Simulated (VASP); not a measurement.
Wanted: the native input for a VASP 6.6.1 run.

```yaml
Task: relaxation of cell and atoms
Functional: PBE
Potentials_or_basis: VASP PAW PBE potentials, release 64 (Be, Te)
Cutoff: 600 eV
k_mesh: 12 × 12 × 6
Occupations: gaussian, width 0.1 eV
Spin: no spin polarisation
Dipole_correction: no
Further_INCAR_settings: ALGO = Normal; EDIFF = 1e-06; IBRION = 2; EDIFFG = -0.01; NSW = 100; ISIF = 3
```

The structure of BeTe2 lies in POSCAR:

```
BeTe2
1.0
    3.5320525520      0.0000000000      0.0000000000
   -1.7660262760      3.0588472375      0.0000000000
    0.0000000000      0.0000000000      7.9025472047
Be Te
1 2
Direct
    0.3333333333      0.6666666667      0.0056858860
    0.3333333333      0.6666666667      0.3075942101
    0.0000000000      0.0000000000      0.8422550539
```

The cell was built from a structure type or drawn by symmetry, and may not be a known phase.

The input as run:

INCAR

```
SYSTEM = BeTe2
PREC = Accurate
ENCUT = 600
EDIFF = 1E-6
ISMEAR = 0
SIGMA = 0.1
LREAL = .FALSE.
LASPH = .TRUE.
NELM = 80
ALGO = Normal
ISIF = 3
LWAVE = .FALSE.
LCHARG = .FALSE.
GGA = PE
IBRION = 2
NSW = 100
EDIFFG = -0.01
```

KPOINTS

```
Automatic mesh
0
G
  12 12 6
  0 0 0
```

Potentials or basis: VASP PAW PBE potentials, release 64 (Be, Te).

The run is started by

```bash
$ cat potpaw_PBE.64/Be/POTCAR potpaw_PBE.64/Te/POTCAR > POTCAR
$ mpirun -np 1 vasp_std > vasp.out
```

It gave:

- Relaxed volume: 29.35 Å³/atom
- Relaxed cell: a = 3.536 Å, b = 3.536 Å, c = 8.133 Å, α = 90.00°, β = 90.00°, γ = 120.00°
- Space group after relaxing (to 0.1 Å): P3m1 (No. 156)
- Energy gained by relaxing: 0.5 meV/atom
- Ionic steps: 25
- Pressure after relaxing: 0.0 GPa
- Largest force after relaxing: 0.005 eV/Å
- Band gap on the k mesh: zero (bands 7 and 8 overlap by 3.47 eV)

Caveat: spin-orbit coupling is left out, which moves the levels of the heavy elements; this functional lacks dispersion, which binds the layers, so the pressure and a relaxed spacing across them are unreliable.

Run time: 9.3 min on 1 thread of Intel(R) Xeon(R) 6975P-C (Granite Rapids), with other jobs on the host, peak memory 0.32 GiB.
